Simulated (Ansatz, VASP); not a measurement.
# Tl: VASP beside Ansatz

Contents of INCAR:

```
ALGO = Normal
EDIFF = 1E-6
ENCUT = 520
GGA = CA
ISIF = 2
ISMEAR = -1
ISPIN = 2
ISYM = 0
LASPH = T
LCHARG = T
LELF = T
LORBIT = 11
LREAL = F
LVHAR = T
LWAVE = F
MAGMOM = 3
NBANDS = 16
NELM = 150
PREC = Accurate
SIGMA = 0.01
```

Contents of KPOINTS:

```
k-points
0
Gamma
  1 1 1
```

POSCAR

```
Tl
1.0
   14.0000000000      0.0000000000      0.0000000000
    0.0000000000     14.4000000000      0.0000000000
    0.0000000000      0.0000000000     14.8000000000
Tl
1
Direct
    0.5000000000      0.5000000000      0.5000000000
```

Input for Ansatz:

```yaml
crystal:
  lattice:
    - [14.0, 0.0, 0.0]
    - [0.0, 14.4, 0.0]
    - [0.0, 0.0, 14.8]
  atoms:
    - { symbol: Tl, position: [0.5, 0.5, 0.5], spin: 3.0 }
  symmetry: { detect: false, time_reversal: true }
hamiltonian:
  xc: lda
  pseudopotentials:
    kind: paw
    azcp:
      Tl: "pseudopotentials/Tl.paw.azcp"
basis:
  ecutwfc: 420
  fft_grid_basis: typed
kpoints:
  mp_grid: { grid: [1, 1, 1], shift: [0, 0, 0] }
magnetization:
  spin_polarized: true
scf:
  occupations: { method: fermi_dirac, width: 0.01 }
```

Alike in both runs: task single point; functional LDA; k mesh 1 × 1 × 1; occupations fermi-dirac, width 0.01 eV; collinear spin.

|  | VASP | Ansatz |
| --- | --- | --- |
| version | VASP 6.6.1 | Ansatz 0.2.0 |
| potentials or method | VASP PAW LDA potentials, release 64 (Tl_d), cutoff 520 eV | plane waves (420 eV) with PAW, scalar-relativistic |
| valence electrons in the cell | 13 | 13 |

Ansatz gave:

```
net moment per atom (μB)                                      : 1.00
size of the moment on the site where the two differ most (μB) : 1.00
```

Q: Which values does VASP return?

A: net moment per atom (μB): 1.00; size of the moment on the site where the two differ most (μB): 0.23.

Ansatz warns that its potentials were made for another functional, while VASP's fit it. LDA's correlation is that of Perdew and Zunger in VASP and of Perdew and Wang (1992) in Ansatz. Site moments also hang on the region over which each program counts them. Ansatz's warnings: open shared shell at semilocal close.

Neither program's run includes spin-orbit coupling.
